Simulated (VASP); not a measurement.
## Ti: single point with r2SCAN

Ti:

```
Ti
1.0
     3.25795    0.00000    0.00000
    -1.62897    2.54186    0.00000
     0.00000    0.00000    4.31373
Ti
2
Cartesian
  0.0000 1.6946 1.0784
  1.6290 0.8473 3.2353
```

This cell differs from its parent crystal: normal strain along x +0.1100, normal strain along z -0.0700.

```
Program                : VASP 6.6.1
Task                   : single point
Functional             : r2SCAN
Potentials or basis    : VASP PAW PBE potentials, release 64 (Ti_sv)
Cutoff                 : 520 eV
k mesh                 : 18 × 18 × 10
Occupations            : methfessel-paxton, width 0.05 eV
Spin                   : no spin polarisation
Dipole correction      : no
Further INCAR settings : ALGO = Normal; EDIFF = 1e-06; NBANDS = 19
```

```yaml
Pressure: -2.9 GPa
Largest_force: 0.532 eV/Å
Band_gap_on_the_k_mesh: zero (bands 12 and 13 overlap by 1.43 eV)
```

Forces in eV/Å, atoms in the order of the input:
```
Ti   0.000 -0.532  0.000
Ti   0.000  0.532  0.000
```

Stress tensor (GPa, compression positive):
```
-9.03  0.00  0.00
 0.00 -2.83  0.00
 0.00  0.00  3.07
```

Levels at points of the mesh, in eV from the Fermi level:
| k point | band 9 | band 10 | band 11 | band 12 | band 13 | band 14 | band 15 | band 16 |
| --- | --- | --- | --- | --- | --- | --- | --- | --- |
| (0.00, 0.00, 0.00) | -6.42 | -2.67 | 0.15 | 1.04 | 1.19 | 1.36 | 1.44 | 1.81 |
| (0.50, 0.00, 0.00) | -2.59 | -2.18 | -1.52 | -1.38 | 0.31 | 1.25 | 1.69 | 2.96 |
| (0.00, 0.50, 0.00) | -2.42 | -2.25 | -1.57 | -0.75 | -0.32 | 1.46 | 2.28 | 3.23 |
| (0.00, 0.00, 0.50) | -4.21 | -4.21 | -0.04 | -0.04 | 0.66 | 0.66 | 0.99 | 0.99 |
| (0.50, 0.00, 0.50) | -2.49 | -2.49 | -0.54 | -0.54 | 1.10 | 1.10 | 1.75 | 1.75 |
| (0.00, 0.50, 0.50) | -2.36 | -2.36 | -0.42 | -0.42 | 1.22 | 1.22 | 1.67 | 1.67 |

Wall time 21 min on 1 thread of Intel Xeon 8259CL (shared host), peak memory 0.4 GiB.

Caveat: the cell differs from its parent crystal (normal strain along x +0.1100, normal strain along z -0.0700); the PAW data sets were made with another functional, which shifts forces and pressure a little.
